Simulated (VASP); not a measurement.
A run of VASP 6.6.1 is set up as follows.

Contents of INCAR:

```
SYSTEM = GeB2C3
PREC = Accurate
ENCUT = 520
EDIFF = 1E-6
ISMEAR = 0
SIGMA = 0.1
LREAL = .FALSE.
LASPH = .TRUE.
NELM = 100
ALGO = Normal
ISIF = 2
LWAVE = .FALSE.
LCHARG = .FALSE.
GGA = PE
NBANDS = 25
```

The input KPOINTS:

```
Automatic mesh
0
G
  12 12 12
  0 0 0
```

The input POSCAR:

```
GeB2C3
1.0
    2.5248981294      1.4577506147      4.3260329696
   -2.5248981294      1.4577506147      4.3260329696
    0.0000000000     -2.9155012294      4.3260329696
Ge B C
1 2 3
Direct
    0.0000000000      0.0000000000      0.0000000000
    0.8080356601      0.8080356601      0.8080356601
    0.1919643399      0.1919643399      0.1919643399
    0.0000000000      0.5000000000      0.0000000000
    0.5000000000      0.0000000000      0.0000000000
    0.0000000000      0.0000000000      0.5000000000
```

Potentials or basis: VASP PAW PBE potentials, release 64 (Ge_d, B, C).

Launch:

```bash
$ cat potpaw_PBE.64/Ge_d/POTCAR potpaw_PBE.64/B/POTCAR potpaw_PBE.64/C/POTCAR > POTCAR
$ mpirun -np 1 vasp_std > vasp.out
```

Predict the pressure.

0.1 GPa.

What does it give for the largest force?

0.008 eV/Å.

Forces in eV/Å, atoms in the order of the input:
```
Ge   0.000  0.000  0.000
B    0.000  0.000 -0.008
B    0.000  0.000  0.008
C    0.000  0.000  0.000
C    0.000  0.000  0.000
C    0.000  0.000  0.000
```
